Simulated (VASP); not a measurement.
# BN (P1) in VASP: further runs

BN is run at these levels: PBE; tasks: single point.

Everything below comes from runs of VASP 6.6.1. Logs are shortened: lines on timing, memory, paths and dates and some standing lists are left out, and cuts for length are marked.

## Step 1: The cell of the first run

The typed cell holds 4 atoms: a = 2.555 Å, b = 2.555 Å, c = 4.225 Å, α = 90.00°, β = 90.00°, γ = 120.00°.

## Step 2: Single point, PBE (atom 1 (B) moved -0.300 Å along Cartesian [1 1 0])

Input file INCAR:

```
PREC = Accurate
ENCUT = 520
EDIFF = 1E-6
ISMEAR = 0
SIGMA = 0.05
LREAL = False
LASPH = True
NELM = 100
ALGO = Normal
ISIF = 2
LWAVE = False
LCHARG = False
GGA = PE
NBANDS = 16
```

Input file KPOINTS:

```
regular mesh
0
Gamma
  12 12 6
```

Input file POSCAR:

```
BN
1.0
    2.5545800962      0.0000000000      0.0000000000
   -1.2772900481      2.2123312593      0.0000000000
    0.0000000000      0.0000000000      4.2245145363
B N
2 2
Direct
    0.5356836836      0.2374471348      0.9998058548
    0.3333333333      0.6666666667      0.4998058548
    0.6666666667      0.3333333333      0.6251941452
    0.3333333333      0.6666666667      0.1251941452
```

Potentials or basis: VASP PAW PBE potentials, release 64 (B, N).

On the command line:

```sh
$ cat potpaw_PBE.64/B/POTCAR potpaw_PBE.64/N/POTCAR > POTCAR
$ mpirun -np 1 vasp_std > vasp.out
```

OUTCAR:

```text
PREC = Accurate
   ENCUT = 520
   EDIFF = 1E-6
   ISMEAR = 0
   LREAL = False
   LASPH = True
   NELM = 100
   ISIF = 2
   GGA = PE

 ion  position               nearest neighbor table
   1  0.536  0.237  1.000-   4 1.39   4 1.52   3 1.61   4 1.84
   2  0.333  0.667  0.500-   3 1.57   3 1.57   3 1.57   4 1.58
   3  0.667  0.333  0.625-   2 1.57   2 1.57   2 1.57   1 1.61
   4  0.333  0.667  0.125-   1 1.39   1 1.52   2 1.58   1 1.84

  LATTYP: Found a hexagonal cell.
 ALAT       =     2.5545800962
 C/A-ratio  =     1.6537021261

  Lattice vectors:

 A1 = (   2.5545800962,   0.0000000000,   0.0000000000)
 A2 = (  -1.2772900481,   2.2123312593,   0.0000000000)
 A3 = (   0.0000000000,   0.0000000000,   4.2245145363)

Analysis of symmetry for initial positions (statically):
=====================================================================
 Subroutine PRICEL returns:
 Original cell was already a primitive cell.

 Routine SETGRP: Setting up the symmetry group for a
 hexagonal supercell.

 Subroutine GETGRP returns: Found  1 space group operations
 (whereof  1 operations were pure point group operations)
 out of a pool of 24 trial point group operations.

The static configuration has the point symmetry C_1 .

Analysis of symmetry for dynamics (positions and initial velocities):
=====================================================================
 Subroutine PRICEL returns:
 Original cell was already a primitive cell.

 Routine SETGRP: Setting up the symmetry group for a
 hexagonal supercell.

 Subroutine GETGRP returns: Found  1 space group operations
 (whereof  1 operations were pure point group operations)
 out of a pool of 24 trial point group operations.

The dynamic configuration has the point symmetry C_1 .

 Subroutine INISYM returns: Found  1 space group operations
 (whereof  1 operations are pure point group operations),
 and found     1 'primitive' translations

----------------------------------------------------------------------------------------

                                     Primitive cell

  volume of cell :      23.8752

  direct lattice vectors                    reciprocal lattice vectors
     2.554580096  0.000000000  0.000000000     0.391453766  0.226005937  0.000000000
    -1.277290048  2.212331259  0.000000000     0.000000000  0.452011875  0.000000000
     0.000000000  0.000000000  4.224514536     0.000000000  0.000000000  0.236713590

  length of vectors
     2.554580096  2.554580096  4.224514536     0.452011875  0.452011875  0.236713590

  position of ions in fractional coordinates (direct lattice)
     0.535683684  0.237447135  0.999805855
     0.333333333  0.666666667  0.499805855
     0.666666667  0.333333333  0.625194145
     0.333333333  0.666666667  0.125194145

  ion indices of the primitive-cell ions
   primitive index   ion index
                 1           1
                 2           2
                 3           3
                 4           4

----------------------------------------------------------------------------------------

 KPOINTS: regular mesh

Automatic generation of k-mesh.
 Grid dimensions read from file:
 generate k-points for:   12   12    6

 Generating k-lattice:

  Cartesian coordinates                     Fractional coordinates (reciprocal lattice)
     0.032621147  0.018833828  0.000000000     0.083333333 -0.000000000  0.000000000
     0.000000000  0.037667656  0.000000000     0.000000000  0.083333333  0.000000000
     0.000000000  0.000000000  0.039452265     0.000000000  0.000000000  0.166666667

  Length of vectors
     0.037667656  0.037667656  0.039452265

  Shift w.r.t. Gamma in fractional coordinates (k-lattice)
     0.000000000  0.000000000  0.000000000

 Subroutine IBZKPT returns following result:
 ===========================================

 Found    436 irreducible k-points:

 Following reciprocal coordinates:
            Coordinates               Weight
  0.000000  0.000000  0.000000      1.000000
  0.083333  0.000000  0.000000      2.000000
  0.000000  0.083333  0.000000      2.000000
 -0.083333  0.083333  0.000000      2.000000
  0.166667 -0.000000  0.000000      2.000000
  0.000000  0.166667  0.000000      2.000000
[... 16 lines left out ...]
  0.166667  0.083333  0.000000      2.000000
 -0.083333  0.250000  0.000000      2.000000
 [... further k-points ...]
   k-points           NKPTS =    436   k-points in BZ     NKDIM =    436   number of bands    NBANDS=     16
   number of dos      NEDOS =    301   number of ions     NIONS =      4
   total plane-waves  NPLWV =  12800
   dimension x,y,z NGX =    20 NGY =   20 NGZ =   32
   dimension x,y,z NGXF=    40 NGYF=   40 NGZF=   64
   ions per type =               2   2
   NGX,Y,Z   is equivalent  to a cutoff of  13.02, 13.02, 12.59 a.u.
   NGXF,Y,Z  is equivalent  to a cutoff of  26.03, 26.03, 25.19 a.u.
 SYSTEM =  unknown system
   PREC   = accura    normal or accurate (medium, high low for compatibility)
   ISTART =      0    job   : 0-new  1-cont  2-samecut
   ICHARG =      2    charge: 1-file 2-atom 10-const
   ISPIN  =      1    spin polarized calculation?
   LNONCOLLINEAR =      F non collinear calculations
   LSORBIT =      F    spin-orbit coupling
   LASPH  =      T    aspherical Exc in radial PAW
   ENCUT  =  520.0 eV  38.22 Ry    6.18 a.u.   4.75  4.75  7.85*2*pi/ulx,y,z
   NELM   =    100;   NELMIN=  2; NELMDL= -5     # of ELM steps
   EDIFF  = 0.1E-05   stopping-criterion for ELM
   LREAL  =      F    real-space projection
   EDIFFG = 0.1E-04   stopping-criterion for IOM
   NSW    =      0    number of steps for IOM
   IBRION =     -1    ionic relax: 0-MD 1-quasi-New 2-CG
   NFREE  =      0    steps in history (QN), initial steepest desc. (CG)
   ISIF   =      2    stress and relaxation
   ISYM   =      2    0-nonsym 1-usesym 2-fastsym
   POTIM  = 0.5000    time-step for ionic-motion
   TEBEG  =    0.0;   TEEND  =   0.0 temperature during run
   PSTRESS=    0.0 pullay stress
   NELECT =      16.0000    total number of electrons
   NUPDOWN=      -1.0000    fix difference up-down
   EMIN   =  10.00;   EMAX   =-10.00  energy-range for DOS
   EFERMI =   0.00;   METHOD = LEGACY
   ISMEAR =     0;   SIGMA  =   0.05  broadening in eV -4-tet -1-fermi 0-gaus
   EFERMI_NEDOS =   21; number of points for ismear=-14 and -15
   IALGO  =     38    algorithm
   IMIX   =      4    mixing-type and parameters
     AMIX     =   0.40;   BMIX     =  1.00
     AMIX_MAG =   1.60;   BMIX_MAG =  1.00
  volume/ion in A,a.u.               =       5.97        40.28
  Fermi-wavevector in a.u.,A,eV,Ry     =   1.432625  2.707270 27.924811  2.052416
  Thomas-Fermi vector in A             =   2.552232
   LORBIT       =      0    0 simple, 1 ext, 2 COOP (PROOUT), +10 PAW based schemes
   GGA     = PE    functional components
   LHFCALC =     F    Hartree Fock is set to
   AEXX    =    0.0000 exact exchange contribution
   IVDW    =     0    specifies the selected vdW correction
   LEPSILON=     F    determine dielectric tensor
   LRPA    =     F    only Hartree local field effects (RPA)
 non-spin polarized calculation
 Gauss-broadening in eV      SIGMA  =   0.05
  energy-cutoff  :      520.00
  volume of cell :       23.88
 maximum number of plane-waves:       660
   NGX =  9   NGY =  9   NGZ = 15

 number of electron      16.0000000 magnetization

 Free energy of the ion-electron system (eV)
  ---------------------------------------------------
  ext. energy  EPLUGINS =         0.00000000
  ---------------------------------------------------
  free energy    TOTEN  =       -33.95727303 eV

  energy without entropy =      -33.95727303  energy(sigma->0) =      -33.95727303

 E-fermi :   8.7619     XC(G=0): -12.7625

 val. band max:        8.5374674209   @ k =   0.0000   0.0000   0.0000
 cond. band min:      12.2200702059   @ k =   0.5000   0.5000   0.0000
 fundamental gap:      3.6826027850
 Fermi energy:         8.7618679108

 k-point     1 :       0.0000    0.0000    0.0000
  band No.  band energies     occupation
      1     -12.8836      2.00000
      2      -8.8244      2.00000
      3      -3.3822      2.00000
      4       3.7473      2.00000
      5       6.0166      2.00000
      6       6.6525      2.00000
[... 8 lines left out ...]
     15      22.0447      0.00000
     16      23.2372      0.00000

 k-point     2 :       0.0833    0.0000    0.0000
  band No.  band energies     occupation
      1     -12.7332      2.00000
      2      -8.7102      2.00000
      3      -3.2346      2.00000
      4       3.5750      2.00000
      5       5.2570      2.00000
      6       6.4688      2.00000
[... 8 lines left out ...]
     15      22.2982      0.00000
     16      23.0410      0.00000

 k-point     3 :       0.0000    0.0833    0.0000
  band No.  band energies     occupation
      1     -12.7361      2.00000
      2      -8.7134      2.00000
      3      -3.2346      2.00000
      4       3.2914      2.00000
      5       5.6241      2.00000
      6       6.1996      2.00000
[... 8 lines left out ...]
     15      22.1219      0.00000
     16      22.9735      0.00000

 k-point     4 :      -0.0833    0.0833    0.0000
  band No.  band energies     occupation
      1     -12.7357      2.00000
      2      -8.7132      2.00000
      3      -3.2346      2.00000
      4       3.3266      2.00000
      5       5.5927      2.00000
      6       6.2352      2.00000
[... 8 lines left out ...]
     15      22.3125      0.00000
     16      22.9910      0.00000
[... 324 lines left out ...]
 k-point    22 :      -0.1667    0.0833    0.0000
  band No.  band energies     occupation
      1     -12.4372      2.00000
      2      -8.4922      2.00000
      3      -2.9427      2.00000
      4       2.9709      2.00000
      5       4.3375      2.00000
      6       5.8899      2.00000
[... 8 lines left out ...]
     15      22.4564      0.00000
     16      23.1190      0.00000

 k-point    23 :       0.1667    0.0833    0.0000
  band No.  band energies     occupation
      1     -11.8538      2.00000
      2      -8.0872      2.00000
      3      -2.3749      2.00000
      4       2.0831      2.00000
      5       2.6931      2.00000
      6       4.9443      2.00000
[... 8 lines left out ...]
     15      22.2355      0.00000
     16      23.3098      0.00000

 k-point    24 :      -0.0833    0.2500    0.0000
  band No.  band energies     occupation
      1     -11.8729      2.00000
      2      -8.1146      2.00000
      3      -2.3662      2.00000
      4       1.0997      2.00000
      5       3.4359      2.00000
      6       4.5660      2.00000
[... 8 lines left out ...]
     15      21.7939      0.00000
     16      23.5022      0.00000

 [... further k-points ...]
[... 5 lines left out ...]
  --------------------------------------------------------------------------------------
  -------------------------------------------------------------------------------------
  Total        1.5667208      2.6056237      0.6165624      0.4680176     -0.5063552      0.7974909
  in kB      105.1370287    174.8540850     41.3752998     31.4069893    -33.9796895     53.5167621
  external PRESSURE =     107.1221378 kB  Pullay stress =       0.0000000 kB

 VOLUME and BASIS-vectors are now :
 -----------------------------------------------------------------------------
  energy-cutoff  :      520.00
  volume of cell :       23.88
      direct lattice vectors                 reciprocal lattice vectors
     2.554580096  0.000000000  0.000000000     0.391453766  0.226005937  0.000000000
    -1.277290048  2.212331259  0.000000000     0.000000000  0.452011875  0.000000000
     0.000000000  0.000000000  4.224514536     0.000000000  0.000000000  0.236713590

 POSITION                                       TOTAL-FORCE (eV/Angst)
 -----------------------------------------------------------------------------------
      1.06516      0.52531      4.22369         2.028756      5.122144     -1.788566
     -0.00000      1.47489      2.11144        -0.009520     -0.034529     -0.106885
      1.27729      0.73744      2.64114        -1.011203     -0.998284      0.164746
     -0.00000      1.47489      0.52888        -1.008033     -4.089331      1.730705
 -----------------------------------------------------------------------------------
    total drift:                               -0.000005     -0.000103      0.000141

  FREE ENERGIE OF THE ION-ELECTRON SYSTEM (eV)
  ---------------------------------------------------
  free  energy   TOTEN  =       -33.9572730263 eV

  energy  without entropy=      -33.9572730263  energy(sigma->0) =      -33.95727303
```

It took 75 s on 1 thread of Intel Xeon Platinum 8488C (Sapphire Rapids), shared host; peak memory 0.24 GiB.

Results:

```yaml
Free_energy: -33.9573 eV
Pressure: 10.7 GPa
Largest_force: 5.792 eV/Å
Band_gap_on_the_k_mesh: 3.68 eV, indirect (least direct gap 5.95 eV)
```

Forces on the atoms (eV/Å):
```
B    2.029  5.122 -1.789
B   -0.010 -0.035 -0.107
N   -1.011 -0.998  0.165
N   -1.008 -4.089  1.731
```

Stress tensor (GPa, compression positive):
```
10.51  3.14  5.35
 3.14 17.49 -3.40
 5.35 -3.40  4.14
```

Caveat: the cell differs from its parent crystal (atom 1 (B) moved -0.300 Å along Cartesian [1 1 0]); forces of over 1 eV/Å act on the atoms, so gaps and moduli don't describe the material at rest. A k mesh can miss the band edges.

## Step 3: Single point, PBE (atom 1 (B) moved +0.300 Å along Cartesian [1 1 0])

Input file INCAR:

```
PREC = Accurate
ENCUT = 520
EDIFF = 1E-6
ISMEAR = 0
SIGMA = 0.05
LREAL = F
LASPH = T
NELM = 80
ALGO = Normal
ISIF = 2
LWAVE = F
LCHARG = T
GGA = PE
LELF = T
LVHAR = T
NBANDS = 16
```

Input file KPOINTS:

```
Automatic mesh
0
Gamma
  12 12 6
```

Edit POSCAR of step 2 so:

```diff
@@ -8,3 +8,3 @@
 Direct
-    0.5356836836      0.2374471348      0.9998058548
+    0.7976496497      0.4292195319      0.9998058548
     0.3333333333      0.6666666667      0.4998058548
```

Potentials or basis: VASP PAW PBE potentials, release 64 (B, N).

On the command line:

```sh
$ cat potpaw_PBE.64/B/POTCAR potpaw_PBE.64/N/POTCAR > POTCAR
$ mpirun -np 1 vasp_std > vasp.out
```

Run time: 78 s. Hardware: 1 thread of Intel Xeon Platinum 8488C (Sapphire Rapids), shared host; peak memory 0.24 GiB.

It converged, with:

| Quantity | Value |
| --- | --- |
| Free energy | -33.4994 eV |
| Pressure | 17.3 GPa |
| Largest force | 10.476 eV/Å |
| Band gap on the k mesh | 3.65 eV, indirect (least direct gap 6.09 eV) |

Forces in eV/Å, atoms in the order of the input:
```
B   -8.603 -5.218 -2.917
B    0.065  0.042 -0.086
N    0.979  0.987  0.110
N    7.559  4.189  2.894
```

Stress tensor (GPa, compression positive):
```
28.25 13.44 13.72
13.44 15.22  4.01
13.72  4.01  8.51
```

Levels at points of the mesh, in eV from the valence-band top:
```
           k point  band 4  band 5  band 6  band 7  band 8  band 9  band 10  band 11  band 12  band 13
(0.00, 0.00, 0.00)   -4.56   -2.41   -2.03   -0.75    0.00    6.19     6.80     7.55     8.79     9.52
(0.50, 0.00, 0.00)   -9.42   -7.65   -5.87   -5.59   -2.62    5.89     7.05     9.58    10.47    12.31
(0.00, 0.50, 0.00)   -8.39   -7.94   -6.15   -4.96   -3.18    4.36     6.46     9.08    10.64    11.42
(0.50, 0.50, 0.00)   -8.55   -7.98   -5.76   -5.17   -2.65    3.65     6.56     9.50    10.43    12.12
(0.00, 0.00, 0.50)   -6.71   -3.65   -2.17   -2.15   -0.32    6.23     7.14     8.62     8.88     9.11
(0.50, 0.00, 0.50)  -11.04   -4.86   -4.74   -4.46   -3.83    4.82     5.74     8.63    10.13    12.98
(0.00, 0.50, 0.50)  -10.43   -6.03   -4.85   -4.32   -3.61    4.60     5.63     7.67     8.82    13.02
(0.50, 0.50, 0.50)  -10.71   -5.82   -4.93   -4.31   -3.08    3.98     5.52     7.98     8.87    13.01
```

Caveat: the cell differs from its parent crystal (atom 1 (B) moved +0.300 Å along Cartesian [1 1 0]); forces of over 1 eV/Å act on the atoms, so gaps and moduli don't describe the material at rest. A k mesh can miss the band edges.

[end of part 1 of 2]
